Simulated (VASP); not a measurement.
# Ag (R-3m) in VASP: further runs

Ag is run at these levels: PBEsol; tasks: single point.

All numbers are computed with VASP 6.6.1; they aren't measurements. Logs are shortened: lines on timing, memory, paths and dates and some standing lists are left out, and cuts for length are marked.

### 1 The cell of the first run

Symmetry: R-3m, No. 166, trigonal system. Conventional cell: a = 2.955 Å, b = 2.955 Å, c = 20.469 Å, α = 90.00°, β = 90.00°, γ = 120.00°. Within 3.7 Å of Ag (site symmetry -3m) lie 12 Ag at 2.84 to 2.95 Å. Within 3.7 Å of Ag (site symmetry 3m) lie 12 Ag at 2.84 to 2.95 Å.

### 2 Single point, PBEsol (biaxial strain in the a-b plane: +3.0 %, then relaxed in part)

INCAR

```
SYSTEM = Ag
PREC = Accurate ; ENCUT = 520
EDIFF = 1E-6 ; ISMEAR = 0
SIGMA = 0.1 ; LREAL = .False.
LASPH = .True. ; NELM = 100
ALGO = Fast ; ISIF = 2
LWAVE = .False. ; LCHARG = .True.
GGA = PS ; LELF = .True.
LVHAR = .True. ; NBANDS = 60
```

KPOINTS

```
Automatic mesh
0
Gamma
  12 12 2
  0 0 0
```

POSCAR

```
Ag
1.0
    2.9548034150      0.0000000000      0.0000000000
   -1.4774017075      2.5589348206      0.0000000000
    0.0000000000      0.0000000000     20.4694112345
Ag
9
Direct
    0.0000000000      0.0000000000      0.0000000000
    0.0000000000      0.0000000000      0.7776254854
    0.3333333333      0.6666666667      0.8890411813
    0.6666666667      0.3333333333      0.3333333333
    0.6666666667      0.3333333333      0.1109588187
    0.0000000000      0.0000000000      0.2223745146
    0.3333333333      0.6666666667      0.6666666667
    0.3333333333      0.6666666667      0.4442921520
    0.6666666667      0.3333333333      0.5557078480
```

Potentials or basis: VASP PAW PBE potentials, release 64 (Ag).

Started as:

```bash
$ cat potpaw_PBE.64/Ag/POTCAR > POTCAR
$ mpirun -np 1 vasp_std > vasp.out
```

OUTCAR:

```text
SYSTEM = Ag
   PREC = Accurate
   ENCUT = 520
   EDIFF = 1E-6
   ISMEAR = 0
   LREAL = .False.
   LASPH = .True.
   NELM = 100
   ISIF = 2
   GGA = PS

 ion  position               nearest neighbor table
   1  0.000  0.000  0.000-   3 2.84   5 2.84   5 2.84   3 2.84   5 2.84   3 2.84
   2  0.000  0.000  0.778-   7 2.84   7 2.84   7 2.84   3 2.85   3 2.85   3 2.85
   3  0.333  0.667  0.889-   1 2.84   1 2.84   1 2.84   2 2.85   2 2.85   2 2.85
   4  0.667  0.333  0.333-   6 2.84   8 2.84   8 2.84   6 2.84   6 2.84   8 2.84
   5  0.667  0.333  0.111-   1 2.84   1 2.84   1 2.84   6 2.85   6 2.85   6 2.85
   6  0.000  0.000  0.222-   4 2.84   4 2.84   4 2.84   5 2.85   5 2.85   5 2.85
   7  0.333  0.667  0.667-   2 2.84   9 2.84   9 2.84   2 2.84   2 2.84   9 2.84
   8  0.333  0.667  0.444-   4 2.84   4 2.84   4 2.84   9 2.85   9 2.85   9 2.85
   9  0.667  0.333  0.556-   7 2.84   7 2.84   7 2.84   8 2.85   8 2.85   8 2.85

  LATTYP: Found a hexagonal cell.
 ALAT       =     2.9548034150
 C/A-ratio  =     6.9275035796

  Lattice vectors:

 A1 = (   2.9548034150,   0.0000000000,   0.0000000000)
 A2 = (  -1.4774017075,   2.5589348206,   0.0000000000)
 A3 = (   0.0000000000,   0.0000000000,  20.4694112345)

Analysis of symmetry for initial positions (statically):
=====================================================================
 Subroutine PRICEL returns following result:

  LATTYP: Found a trigonal (rhomboedric) cell.
 ALAT       =     7.0331705026
 COS(alpha) =     0.9117479308

  Lattice vectors:

 A1 = (   1.4774017074,  -0.8529782734,  -6.8231370775)
 A2 = (  -1.4774017072,  -0.8529782737,  -6.8231370795)
 A3 = (  -0.0000000001,   1.7059565472,  -6.8231370775)

   3 primitive cells build up your supercell.

 Routine SETGRP: Setting up the symmetry group for a
 hexagonal supercell.

 Subroutine GETGRP returns: Found 12 space group operations
 (whereof 12 operations were pure point group operations)
 out of a pool of 24 trial point group operations.

The static configuration has the point symmetry D_3d.

Analysis of symmetry for dynamics (positions and initial velocities):
=====================================================================
 Subroutine PRICEL returns following result:

  LATTYP: Found a trigonal (rhomboedric) cell.
 ALAT       =     7.0331705026
 COS(alpha) =     0.9117479308

  Lattice vectors:

 A1 = (   1.4774017074,  -0.8529782734,  -6.8231370775)
 A2 = (  -1.4774017072,  -0.8529782737,  -6.8231370795)
 A3 = (  -0.0000000001,   1.7059565472,  -6.8231370775)

   3 primitive cells build up your supercell.

 Routine SETGRP: Setting up the symmetry group for a
 hexagonal supercell.

 Subroutine GETGRP returns: Found 12 space group operations
 (whereof 12 operations were pure point group operations)
 out of a pool of 24 trial point group operations.

The dynamic configuration has the point symmetry D_3d.

 Subroutine INISYM returns: Found 12 space group operations
 (whereof 12 operations are pure point group operations),
 and found     3 'primitive' translations

----------------------------------------------------------------------------------------

                                     Primitive cell

  volume of cell :      51.5908

  direct lattice vectors                    reciprocal lattice vectors
     1.477401707 -0.852978273 -6.823137077     0.338431990 -0.195393801 -0.048853384
    -1.477401707 -0.852978274 -6.823137080    -0.338431990 -0.195393801 -0.048853384
    -0.000000000  1.705956547 -6.823137077    -0.000000000  0.390787601 -0.048853384

  length of vectors
     7.033170503  7.033170505  7.033170503     0.393829408  0.393829408  0.393829408

  position of ions in fractional coordinates (direct lattice)
     0.000000000  0.000000000  0.000000000
     0.222374515  0.222374515  0.222374515
     0.777625485  0.777625485  0.777625485

  ion indices of the primitive-cell ions
   primitive index   ion index
                 1           1
                 2           2
                 3           6

----------------------------------------------------------------------------------------

 KPOINTS: Automatic mesh

Automatic generation of k-mesh.
 Grid dimensions read from file:
 generate k-points for:   12   12    2

 Generating k-lattice:

  Cartesian coordinates                     Fractional coordinates (reciprocal lattice)
     0.028202666  0.016282817  0.000000000     0.083333333 -0.000000000  0.000000000
     0.000000000  0.032565633  0.000000000     0.000000000  0.083333333  0.000000000
     0.000000000  0.000000000  0.024426692     0.000000000  0.000000000  0.500000000

  Length of vectors
     0.032565633  0.032565633  0.024426692

  Shift w.r.t. Gamma in fractional coordinates (k-lattice)
     0.000000000  0.000000000  0.000000000

 Subroutine IBZKPT returns following result:
 ===========================================

 Found     38 irreducible k-points:

 Following reciprocal coordinates:
            Coordinates               Weight
  0.000000  0.000000  0.000000      1.000000
  0.083333 -0.000000  0.000000      6.000000
  0.166667  0.000000  0.000000      6.000000
  0.250000  0.000000  0.000000      6.000000
  0.333333 -0.000000  0.000000      6.000000
  0.416667  0.000000  0.000000      6.000000
[... 16 lines left out ...]
  0.250000  0.000000  0.500000      6.000000
  0.333333 -0.000000  0.500000      6.000000
 [... further k-points ...]
   k-points           NKPTS =     38   k-points in BZ     NKDIM =     38   number of bands    NBANDS=     60
   number of dos      NEDOS =    301   number of ions     NIONS =      9
   total plane-waves  NPLWV =  92160
   dimension x,y,z NGX =    24 NGY =   24 NGZ =  160
   dimension x,y,z NGXF=    48 NGYF=   48 NGZF=  320
   ions per type =               9
   NGX,Y,Z   is equivalent  to a cutoff of  13.50, 13.50, 12.99 a.u.
   NGXF,Y,Z  is equivalent  to a cutoff of  27.01, 27.01, 25.99 a.u.
 SYSTEM =  Ag
   PREC   = accura    normal or accurate (medium, high low for compatibility)
   ISTART =      0    job   : 0-new  1-cont  2-samecut
   ICHARG =      2    charge: 1-file 2-atom 10-const
   ISPIN  =      1    spin polarized calculation?
   LNONCOLLINEAR =      F non collinear calculations
   LSORBIT =      F    spin-orbit coupling
   LASPH  =      T    aspherical Exc in radial PAW
   ENCUT  =  520.0 eV  38.22 Ry    6.18 a.u.   5.49  5.49 38.06*2*pi/ulx,y,z
   NELM   =    100;   NELMIN=  2; NELMDL= -5     # of ELM steps
   EDIFF  = 0.1E-05   stopping-criterion for ELM
   LREAL  =      F    real-space projection
   EDIFFG = 0.1E-04   stopping-criterion for IOM
   NSW    =      0    number of steps for IOM
   IBRION =     -1    ionic relax: 0-MD 1-quasi-New 2-CG
   NFREE  =      0    steps in history (QN), initial steepest desc. (CG)
   ISIF   =      2    stress and relaxation
   ISYM   =      2    0-nonsym 1-usesym 2-fastsym
   POTIM  = 0.5000    time-step for ionic-motion
   TEBEG  =    0.0;   TEEND  =   0.0 temperature during run
   PSTRESS=    0.0 pullay stress
   NELECT =      99.0000    total number of electrons
   NUPDOWN=      -1.0000    fix difference up-down
   EMIN   =  10.00;   EMAX   =-10.00  energy-range for DOS
   EFERMI =   0.00;   METHOD = LEGACY
   ISMEAR =     0;   SIGMA  =   0.10  broadening in eV -4-tet -1-fermi 0-gaus
   EFERMI_NEDOS =   21; number of points for ismear=-14 and -15
   IALGO  =     68    algorithm
   IMIX   =      4    mixing-type and parameters
     AMIX     =   0.40;   BMIX     =  1.00
     AMIX_MAG =   1.60;   BMIX_MAG =  1.00
  volume/ion in A,a.u.               =      17.20       116.05
  Fermi-wavevector in a.u.,A,eV,Ry     =   1.410551  2.665555 27.070894  1.989655
  Thomas-Fermi vector in A             =   2.532493
   LORBIT       =      0    0 simple, 1 ext, 2 COOP (PROOUT), +10 PAW based schemes
   GGA     = PS    functional components
   LHFCALC =     F    Hartree Fock is set to
   AEXX    =    0.0000 exact exchange contribution
   IVDW    =     0    specifies the selected vdW correction
   LEPSILON=     F    determine dielectric tensor
   LRPA    =     F    only Hartree local field effects (RPA)
 non-spin polarized calculation
 RMM-DIIS sequential band-by-band and
 Gauss-broadening in eV      SIGMA  =   0.10
  energy-cutoff  :      520.00
  volume of cell :      154.77
 maximum number of plane-waves:      4253
 NGX is ok and might be reduce to    24
   NGX = 11   NGY = 11   NGZ = 77

 number of electron      99.0000019 magnetization

 Free energy of the ion-electron system (eV)
  ---------------------------------------------------
  ext. energy  EPLUGINS =         0.00000000
  ---------------------------------------------------
  free energy    TOTEN  =       -29.57828580 eV

  energy without entropy =      -29.55807379  energy(sigma->0) =      -29.56817980

 E-fermi :   8.0479     XC(G=0): -12.3580

 val. band max:        8.0124921315   @ k =   0.3333   0.1667   0.5000
 cond. band min:       8.0510088806   @ k =   0.1667   0.1667   0.0000
 fundamental gap:      0.0385167491
 Fermi energy:         8.0479491526

 k-point     1 :       0.0000    0.0000    0.0000
  band No.  band energies     occupation
      1       0.3448      2.00000
      2       0.7606      2.00000
      3       0.7606      2.00000
      4       1.7248      2.00000
      5       1.7248      2.00000
      6       1.8326      2.00000
[... 52 lines left out ...]
     59      21.5062      0.00000
     60      21.5062      0.00000

 k-point     2 :       0.0833   -0.0000    0.0000
  band No.  band energies     occupation
      1       0.5260      2.00000
      2       0.9307      2.00000
      3       0.9319      2.00000
      4       1.8745      2.00000
      5       1.8794      2.00000
      6       1.9315      2.00000
[... 52 lines left out ...]
     59      21.6165      0.00000
     60      21.6209      0.00000

 k-point     3 :       0.1667    0.0000    0.0000
  band No.  band energies     occupation
      1       1.0327      2.00000
      2       1.3775      2.00000
      3       1.3932      2.00000
      4       2.1448      2.00000
      5       2.1473      2.00000
      6       2.2337      2.00000
[... 1312 lines left out ...]
     59      16.8895      0.00000
     60      17.6465      0.00000

 k-point    24 :       0.3333   -0.0000    0.5000
  band No.  band energies     occupation
      1       1.9022      2.00000
      2       1.9563      2.00000
      3       2.0184      2.00000
      4       2.0263      2.00000
      5       2.1108      2.00000
      6       2.1832      2.00000
[... 52 lines left out ...]
     59      14.9585      0.00000
     60      16.0783      0.00000

 [... further k-points ...]
[... 5 lines left out ...]
  --------------------------------------------------------------------------------------
  -------------------------------------------------------------------------------------
  Total       -4.2570896     -4.2570896     -0.1745618      0.0000000      0.0000000      0.0000000
  in kB      -44.0686969    -44.0686969     -1.8070349      0.0000000      0.0000000      0.0000000
  external PRESSURE =     -29.9814762 kB  Pullay stress =       0.0000000 kB

 VOLUME and BASIS-vectors are now :
 -----------------------------------------------------------------------------
  energy-cutoff  :      520.00
  volume of cell :      154.77
      direct lattice vectors                 reciprocal lattice vectors
     2.954803415  0.000000000  0.000000000     0.338431990  0.195393801  0.000000000
    -1.477401708  2.558934821  0.000000000     0.000000000  0.390787601  0.000000000
     0.000000000  0.000000000 20.469411235     0.000000000  0.000000000  0.048853384

 POSITION                                       TOTAL-FORCE (eV/Angst)
 -----------------------------------------------------------------------------------
      0.00000      0.00000      0.00000         0.000000      0.000000      0.000000
      0.00000      0.00000     15.91754        -0.000000     -0.000000     -0.000074
     -0.00000      1.70596     18.19815        -0.000000      0.000000      0.000074
      1.47740      0.85298      6.82314        -0.000000      0.000000      0.000000
      1.47740      0.85298      2.27126         0.000000     -0.000000     -0.000074
      0.00000      0.00000      4.55188        -0.000000      0.000000      0.000074
     -0.00000      1.70596     13.64627         0.000000      0.000000      0.000000
     -0.00000      1.70596      9.09440         0.000000      0.000000     -0.000074
      1.47740      0.85298     11.37501        -0.000000      0.000000      0.000074
 -----------------------------------------------------------------------------------
    total drift:                               -0.000000      0.000000     -0.000000

  FREE ENERGIE OF THE ION-ELECTRON SYSTEM (eV)
  ---------------------------------------------------
  free  energy   TOTEN  =       -29.5782857980 eV

  energy  without entropy=      -29.5580737943  energy(sigma->0) =      -29.56817980
```

Wall time 5.7 min (1 thread of Intel Xeon 6975P-C, shared host); peak memory 0.43 GiB.

Results:

* Free energy: -29.5783 eV
* Pressure: -3.0 GPa

Stress tensor (GPa, compression positive):
```
-4.41  0.00  0.00
 0.00 -4.41  0.00
 0.00  0.00 -0.18
```

Levels at points of the mesh, in eV from the Fermi level:
```csv
k point,band 46,band 47,band 48,band 49,band 50,band 51,band 52,band 53,band 54,band 55
"(0.00, 0.00, 0.00)",-3.05,-3.03,-3.02,-2.92,-2.92,-2.92,-2.92,-0.55,-0.55,5.22
"(0.50, 0.00, 0.00)",-0.13,-0.13,0.17,0.41,0.92,0.92,1.28,1.28,1.36,3.95
"(0.00, 0.00, 0.50)",-2.99,-2.99,-2.99,-2.99,-2.89,-2.89,-1.79,-1.79,0.09,4.41
"(0.50, 0.00, 0.50)",-0.19,0.02,0.02,0.63,0.63,1.12,1.16,1.35,1.35,4.15
```

Caveat: the cell differs from its parent crystal (biaxial strain in the a-b plane: +3.0 %, then relaxed in part); the PAW data sets were made with another functional, which shifts forces and pressure a little.

### 3 Single point, PBEsol (biaxial strain in the a-b plane: +3.0 %)

INCAR

```
SYSTEM = Ag
ALGO     = Fast           ! electronic algorithm
EDIFF    = 1E-7           ! SCF threshold, eV
ENCUT    = 520            ! plane-wave cutoff, eV
GGA      = PS             ! functional
ISIF     = 2              ! what is computed and relaxed
ISMEAR   = 0              ! smearing method
LASPH    = .TRUE.         ! aspherical terms in the spheres
LCHARG   = .TRUE.         ! write CHGCAR
LELF     = .TRUE.         ! ELF
LREAL    = .FALSE.        ! projectors in reciprocal space
LVHAR    = .TRUE.       
LWAVE    = .FALSE.        ! write WAVECAR
NBANDS   = 60             ! bands
NELM     = 60             ! most SCF steps
PREC     = Accurate       ! precision mode
SIGMA    = 0.1            ! smearing width, eV
```

KPOINTS

```
k-points
0
G
  12 12 2
  0 0 0
```

POSCAR

```
Ag
1.0
    2.9548034150      0.0000000000      0.0000000000
   -1.4774017075      2.5589348206      0.0000000000
    0.0000000000      0.0000000000     20.6799553310
Ag
9
Direct
    0.0000000000      0.0000000000      0.0000000000
    0.0000000000      0.0000000000      0.7776264046
    0.3333333333      0.6666666667      0.8890402621
    0.6666666667      0.3333333333      0.3333333333
    0.6666666667      0.3333333333      0.1109597379
    0.0000000000      0.0000000000      0.2223735954
    0.3333333333      0.6666666667      0.6666666667
    0.3333333333      0.6666666667      0.4442930712
    0.6666666667      0.3333333333      0.5557069288
```

Potentials or basis: VASP PAW PBE potentials, release 64 (Ag).

Started as:

```bash
$ cat potpaw_PBE.64/Ag/POTCAR > POTCAR
$ mpirun -np 1 vasp_std > vasp.out
```

Wall time 6.2 min (1 thread of Intel Xeon 6975P-C, shared host); peak memory 0.43 GiB.

Results (log left out):

| Property | Result |
| --- | --- |
| Free energy | -29.5685 eV |
| Pressure | -4.1 GPa |

Stress tensor (GPa, compression positive):
```
-5.23  0.00  0.00
 0.00 -5.23  0.00
 0.00  0.00 -1.92
```

Levels at points of the mesh, in eV from the Fermi level:
| k point | band 47 | band 48 | band 49 | band 50 | band 51 | band 52 | band 53 | band 54 |
| --- | --- | --- | --- | --- | --- | --- | --- | --- |
| (0.00, 0.00, 0.00) | -3.03 | -3.03 | -2.91 | -2.91 | -2.91 | -2.91 | -0.60 | -0.60 |
| (0.50, 0.00, 0.00) | -0.08 | 0.21 | 0.45 | 0.94 | 0.94 | 1.31 | 1.31 | 1.39 |
| (0.00, 0.00, 0.50) | -2.99 | -2.99 | -2.99 | -2.89 | -2.89 | -1.82 | -1.82 | 0.04 |
| (0.50, 0.00, 0.50) | 0.06 | 0.06 | 0.66 | 0.66 | 1.15 | 1.19 | 1.37 | 1.37 |

Caveat: the cell differs from its parent crystal (biaxial strain in the a-b plane: +3.0 %); the PAW data sets were made with another functional, which shifts forces and pressure a little.
